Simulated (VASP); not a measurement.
# Ni (Im-3m) in VASP: further runs

The runs below take Ni through single point, relaxation of cell and atoms, with PBE.

Everything below comes from runs of VASP 6.6.1. Logs are shortened: lines on timing, memory, paths and dates and some standing lists are left out, and cuts for length are marked.

## (1) The cell of the first run

The structure is cubic, space group Im-3m (No. 229). Conventional cell: a = 2.800 Å, b = 2.800 Å, c = 2.800 Å, α = 90.00°, β = 90.00°, γ = 90.00°. Within 3.2 Å of Ni (site symmetry m-3m) lie 14 Ni at 2.43 to 2.80 Å.

This isn't the form of Ni at room conditions, which is fcc.

## (2) Single point, PBE, collinear spin, ferromagnetic start

Input file INCAR:

```
SYSTEM = Ni
PREC = Accurate ; ENCUT = 520
EDIFF = 1E-7 ; ISMEAR = 0
SIGMA = 0.1 ; LREAL = .FALSE.
LASPH = .TRUE. ; NELM = 150
ALGO = Normal ; ISIF = 2
LWAVE = .FALSE. ; LCHARG = .FALSE.
ISPIN = 2 ; MAGMOM = 0.59
LORBIT = 11 ; LMAXMIX = 4
GGA = PE ; NBANDS = 15
```

Input file KPOINTS:

```
Automatic mesh
0
G
  22 22 22
  0 0 0
```

Input file POSCAR:

```
Ni
1.0
   -1.4002398023      1.4002398023      1.4002398023
    1.4002398023     -1.4002398023      1.4002398023
    1.4002398023      1.4002398023     -1.4002398023
Ni
1
Direct
    0.0000000000      0.0000000000      0.0000000000
```

Potentials or basis: VASP PAW PBE potentials, release 64 (Ni).

On the command line:

```
cat potpaw_PBE.64/Ni/POTCAR > POTCAR
mpirun -np 1 vasp_std > vasp.out
```

OUTCAR:

```text
SYSTEM = Ni
   PREC = Accurate
   ENCUT = 520
   EDIFF = 1E-7
   ISMEAR = 0
   LREAL = .FALSE.
   LASPH = .TRUE.
   NELM = 150
   ISIF = 2
   ISPIN = 2
   LORBIT = 11
   GGA = PE

 ion  position               nearest neighbor table
   1  0.000  0.000  0.000-

  LATTYP: Found a body centered cubic cell.
 ALAT       =     2.8004796046

  Lattice vectors:

 A1 = (  -1.4002398023,   1.4002398023,   1.4002398023)
 A2 = (   1.4002398023,  -1.4002398023,   1.4002398023)
 A3 = (   1.4002398023,   1.4002398023,  -1.4002398023)

Analysis of symmetry for initial positions (statically):
=====================================================================
 Subroutine PRICEL returns:
 Original cell was already a primitive cell.

 Routine SETGRP: Setting up the symmetry group for a
 body centered cubic supercell.

 Subroutine GETGRP returns: Found 48 space group operations
 (whereof 48 operations were pure point group operations)
 out of a pool of 48 trial point group operations.

The static configuration has the point symmetry O_h .

Analysis of symmetry for dynamics (positions and initial velocities):
=====================================================================
 Subroutine PRICEL returns:
 Original cell was already a primitive cell.

 Routine SETGRP: Setting up the symmetry group for a
 body centered cubic supercell.

 Subroutine GETGRP returns: Found 48 space group operations
 (whereof 48 operations were pure point group operations)
 out of a pool of 48 trial point group operations.

The dynamic configuration has the point symmetry O_h .

Analysis of structural, dynamic, and magnetic symmetry:
=====================================================================
 Subroutine PRICEL returns:
 Original cell was already a primitive cell.

 Routine SETGRP: Setting up the symmetry group for a
 body centered cubic supercell.

 Subroutine GETGRP returns: Found 48 space group operations
 (whereof 48 operations were pure point group operations)
 out of a pool of 48 trial point group operations.

The overall configuration has the point symmetry O_h .

 Subroutine INISYM returns: Found 48 space group operations
 (whereof 48 operations are pure point group operations),
 and found     1 'primitive' translations

----------------------------------------------------------------------------------------

                                     Primitive cell

  volume of cell :      10.9816

  direct lattice vectors                    reciprocal lattice vectors
    -1.400239802  1.400239802  1.400239802     0.000000000  0.357081694  0.357081694
     1.400239802 -1.400239802  1.400239802     0.357081694  0.000000000  0.357081694
     1.400239802  1.400239802 -1.400239802     0.357081694  0.357081694  0.000000000

  length of vectors
     2.425286480  2.425286480  2.425286480     0.504989774  0.504989774  0.504989774

  position of ions in fractional coordinates (direct lattice)
     0.000000000  0.000000000  0.000000000

  ion indices of the primitive-cell ions
   primitive index   ion index
                 1           1

----------------------------------------------------------------------------------------

 KPOINTS: Automatic mesh

Automatic generation of k-mesh.
 Grid dimensions read from file:
 generate k-points for:   22   22   22

 Generating k-lattice:

  Cartesian coordinates                     Fractional coordinates (reciprocal lattice)
     0.000000000  0.016230986  0.016230986     0.045454545  0.000000000  0.000000000
     0.016230986  0.000000000  0.016230986     0.000000000  0.045454545  0.000000000
     0.016230986  0.016230986  0.000000000     0.000000000  0.000000000  0.045454545

  Length of vectors
     0.022954081  0.022954081  0.022954081

  Shift w.r.t. Gamma in fractional coordinates (k-lattice)
     0.000000000  0.000000000  0.000000000

 Subroutine IBZKPT returns following result:
 ===========================================

 Found    328 irreducible k-points:

 Following reciprocal coordinates:
            Coordinates               Weight
  0.000000  0.000000  0.000000      1.000000
  0.045455  0.000000  0.000000     12.000000
  0.090909  0.000000  0.000000     12.000000
  0.136364  0.000000  0.000000     12.000000
  0.181818  0.000000  0.000000     12.000000
  0.227273  0.000000  0.000000     12.000000
[... 16 lines left out ...]
  0.090909  0.090909  0.000000     24.000000
  0.136364  0.090909  0.000000     48.000000
 [... further k-points ...]
   k-points           NKPTS =    328   k-points in BZ     NKDIM =    328   number of bands    NBANDS=     15
   number of dos      NEDOS =    301   number of ions     NIONS =      1
   total plane-waves  NPLWV =   5832
   dimension x,y,z NGX =    18 NGY =   18 NGZ =   18
   dimension x,y,z NGXF=    36 NGYF=   36 NGZF=   36
   ions per type =               1
   NGX,Y,Z   is equivalent  to a cutoff of  12.34, 12.34, 12.34 a.u.
   NGXF,Y,Z  is equivalent  to a cutoff of  24.68, 24.68, 24.68 a.u.
 SYSTEM =  Ni
   PREC   = accura    normal or accurate (medium, high low for compatibility)
   ISTART =      0    job   : 0-new  1-cont  2-samecut
   ICHARG =      2    charge: 1-file 2-atom 10-const
   ISPIN  =      2    spin polarized calculation?
   LNONCOLLINEAR =      F non collinear calculations
   LSORBIT =      F    spin-orbit coupling
   LASPH  =      T    aspherical Exc in radial PAW
   ENCUT  =  520.0 eV  38.22 Ry    6.18 a.u.   4.51  4.51  4.51*2*pi/ulx,y,z
   NELM   =    150;   NELMIN=  2; NELMDL= -5     # of ELM steps
   EDIFF  = 0.1E-06   stopping-criterion for ELM
   LREAL  =      F    real-space projection
   EDIFFG = 0.1E-05   stopping-criterion for IOM
   NSW    =      0    number of steps for IOM
   IBRION =     -1    ionic relax: 0-MD 1-quasi-New 2-CG
   NFREE  =      0    steps in history (QN), initial steepest desc. (CG)
   ISIF   =      2    stress and relaxation
   ISYM   =      2    0-nonsym 1-usesym 2-fastsym
   POTIM  = 0.5000    time-step for ionic-motion
   TEBEG  =    0.0;   TEEND  =   0.0 temperature during run
   PSTRESS=    0.0 pullay stress
   NELECT =      10.0000    total number of electrons
   NUPDOWN=      -1.0000    fix difference up-down
   EMIN   =  10.00;   EMAX   =-10.00  energy-range for DOS
   EFERMI =   0.00;   METHOD = LEGACY
   ISMEAR =     0;   SIGMA  =   0.10  broadening in eV -4-tet -1-fermi 0-gaus
   EFERMI_NEDOS =   21; number of points for ismear=-14 and -15
   IALGO  =     38    algorithm
   IMIX   =      4    mixing-type and parameters
     AMIX     =   0.40;   BMIX     =  1.00
     AMIX_MAG =   1.60;   BMIX_MAG =  1.00
  volume/ion in A,a.u.               =      10.98        74.11
  Fermi-wavevector in a.u.,A,eV,Ry     =   1.586789  2.998596 34.258085  2.517898
  Thomas-Fermi vector in A             =   2.686046
   LORBIT       =     11    0 simple, 1 ext, 2 COOP (PROOUT), +10 PAW based schemes
   GGA     = PE    functional components
   LHFCALC =     F    Hartree Fock is set to
   AEXX    =    0.0000 exact exchange contribution
   IVDW    =     0    specifies the selected vdW correction
   LEPSILON=     F    determine dielectric tensor
   LRPA    =     F    only Hartree local field effects (RPA)
 spin polarized calculation
 Gauss-broadening in eV      SIGMA  =   0.10
  energy-cutoff  :      520.00
  volume of cell :       10.98
 maximum number of plane-waves:       321
   NGX =  9   NGY =  9   NGZ =  9

 number of electron      10.0000000 magnetization       0.5900000

 number of electron       9.9999984 magnetization       0.5439968

 Free energy of the ion-electron system (eV)
  ---------------------------------------------------
  ext. energy  EPLUGINS =         0.00000000
  ---------------------------------------------------
  free energy    TOTEN  =        -5.38033568 eV

  energy without entropy =       -5.37334025  energy(sigma->0) =       -5.37683796

 E-fermi :   9.1085     XC(G=0): -13.1950

 val. band max:        9.1008349260   @ k =  -0.3182  -0.4545   0.0455
 cond. band min:       9.1118093553   @ k =  -0.3182   0.3182   0.0909
 fundamental gap:      0.0109744293
 Fermi energy:         9.1084898689

 spin component 1

 k-point     1 :       0.0000    0.0000    0.0000
  band No.  band energies     occupation
      1       0.2969      1.00000
      2       6.8577      1.00000
      3       6.8577      1.00000
      4       6.8577      1.00000
      5       8.2608      1.00000
      6       8.2608      1.00000
      7      35.4798      0.00000
      8      35.4798      0.00000
      9      35.4798      0.00000
     10      40.3160      0.00000
     11      40.3160      0.00000
     12      41.2105      0.00000
     13      41.2105      0.00000
     14      41.2105      0.00000
     15      42.0388      0.00000
[... 397 lines left out ...]
 k-point    24 :       0.1364    0.0909    0.0000
  band No.  band energies     occupation
      1       1.8404      1.00000
      2       6.5924      1.00000
      3       6.6966      1.00000
      4       7.5797      1.00000
      5       8.0137      1.00000
      6       8.3232      1.00000
      7      28.3609      0.00000
      8      30.1002      0.00000
      9      33.5750      0.00000
     10      35.4575      0.00000
     11      38.5742      0.00000
     12      39.6941      0.00000
     13      44.0757      0.00000
     14      44.6132      0.00000
     15      48.8568      0.00000

 [... further k-points ...]

 spin component 2

 k-point     1 :       0.0000    0.0000    0.0000
  band No.  band energies     occupation
      1       0.2818      1.00000
      2       7.5242      1.00000
      3       7.5242      1.00000
      4       7.5242      1.00000
      5       8.7285      1.00000
      6       8.7286      1.00000
      7      35.3784      0.00000
      8      35.3784      0.00000
      9      35.3784      0.00000
     10      40.2396      0.00000
     11      40.2396      0.00000
     12      41.3869      0.00000
     13      41.3869      0.00000
     14      41.3869      0.00000
     15      42.1894      0.00000
[... 397 lines left out ...]
 k-point    24 :       0.1364    0.0909    0.0000
  band No.  band energies     occupation
      1       1.8320      1.00000
      2       7.2328      1.00000
      3       7.3186      1.00000
      4       8.2664      1.00000
      5       8.4900      1.00000
      6       8.7976      0.99999
      7      28.4116      0.00000
      8      30.1460      0.00000
      9      33.6831      0.00000
     10      35.4224      0.00000
     11      38.6060      0.00000
     12      39.7587      0.00000
     13      44.1587      0.00000
     14      44.6064      0.00000
     15      48.9932      0.00000

 [... further k-points ...]

------------------------ aborting loop because EDIFF is reached ----------------------------------------

  FORCE on cell =-STRESS in cart. coord.  units (eV):
  Direction    XX          YY          ZZ          XY          YZ          ZX
  --------------------------------------------------------------------------------------
  -------------------------------------------------------------------------------------
  Total       -0.0074565     -0.0074565     -0.0074565      0.0000000     -0.0000000      0.0000000
  in kB       -1.0878793     -1.0878793     -1.0878793      0.0000000     -0.0000000      0.0000000
  external PRESSURE =      -1.0878793 kB  Pullay stress =       0.0000000 kB

 VOLUME and BASIS-vectors are now :
 -----------------------------------------------------------------------------
  energy-cutoff  :      520.00
  volume of cell :       10.98
      direct lattice vectors                 reciprocal lattice vectors
    -1.400239802  1.400239802  1.400239802     0.000000000  0.357081694  0.357081694
     1.400239802 -1.400239802  1.400239802     0.357081694  0.000000000  0.357081694
     1.400239802  1.400239802 -1.400239802     0.357081694  0.357081694  0.000000000

 POSITION                                       TOTAL-FORCE (eV/Angst)
 -----------------------------------------------------------------------------------
      0.00000      0.00000      0.00000         0.000000      0.000000      0.000000
 -----------------------------------------------------------------------------------
    total drift:                                0.000000      0.000000      0.000000

  FREE ENERGIE OF THE ION-ELECTRON SYSTEM (eV)
  ---------------------------------------------------
  free  energy   TOTEN  =        -5.3803356813 eV

  energy  without entropy=       -5.3733402481  energy(sigma->0) =       -5.37683796

 total charge

# of ion       s       p       d       tot
------------------------------------------
    1        0.487   0.480   8.331   9.298

 magnetization (x)

# of ion       s       p       d       tot
------------------------------------------
    1       -0.004  -0.017   0.574   0.553
```

Run time: 2.7 min. Hardware: 1 thread of Intel Xeon 8259CL, shared host; peak memory 0.19 GiB.

What came out:

```yaml
Free_energy: -5.3803 eV
Pressure: -0.1 GPa
Net_moment: 0.54 μB per cell
Site_moments: Ni +0.55 μB
Valence_electrons_inside_the_program's_atomic_spheres: Ni 9.30
```

## (3) Single point, PBE, collinear spin, ferromagnetic start

Input file INCAR:

```
SYSTEM = Ni
PREC = Accurate ; ENCUT = 520
EDIFF = 1E-6 ; ISMEAR = 0
SIGMA = 0.15 ; LREAL = .False.
LASPH = .True. ; NELM = 150
ALGO = Normal ; ISIF = 2
LWAVE = .False. ; LCHARG = .False.
ISPIN = 2 ; MAGMOM = 0.64
LORBIT = 11 ; LMAXMIX = 4
GGA = PE ; NBANDS = 15
```

Input file KPOINTS:

```
regular mesh
0
Gamma
  30 30 30
  0 0 0
```

POSCAR is that of step 2.

Potentials or basis: VASP PAW PBE potentials, release 64 (Ni).

On the command line:

```
cat potpaw_PBE.64/Ni/POTCAR > POTCAR
mpirun -np 1 vasp_std > vasp.out
```

Run time: 5 min. Hardware: 1 thread of Intel Xeon 8259CL, shared host; peak memory 0.29 GiB.

The run converged. Its results:

* Free energy: -5.3849 eV
* Pressure: 0.0 GPa
* Net moment: 0.55 μB per cell
* Site moments: Ni +0.56 μB
* Valence electrons inside the program's atomic spheres: Ni 9.30

Levels at points of the mesh, in eV from the Fermi level:
Spin up:
| k point | band 3 | band 4 | band 5 | band 6 | band 7 | band 8 |
| --- | --- | --- | --- | --- | --- | --- |
| (0.00, 0.00, 0.00) | -2.26 | -2.26 | -0.87 | -0.87 | 26.36 | 26.36 |
| (0.50, 0.00, 0.00) | -0.95 | -0.72 | -0.06 | 0.29 | 6.42 | 19.03 |
| (0.50, 0.50, 0.50) | -0.28 | -0.28 | -0.28 | 9.73 | 9.73 | 9.73 |
Spin down:
```
           k point  band 2  band 3  band 4  band 5  band 6  band 7  band 8  band 9
(0.00, 0.00, 0.00)   -1.59   -1.59   -1.59   -0.39   -0.39   26.26   26.26   26.26
(0.50, 0.00, 0.00)   -2.56   -0.40   -0.22    0.26    0.71    6.76   18.96   20.01
(0.50, 0.50, 0.50)   -3.79    0.48    0.48    0.48    9.76    9.76    9.76   15.68
```

[end of part 1 of 2]
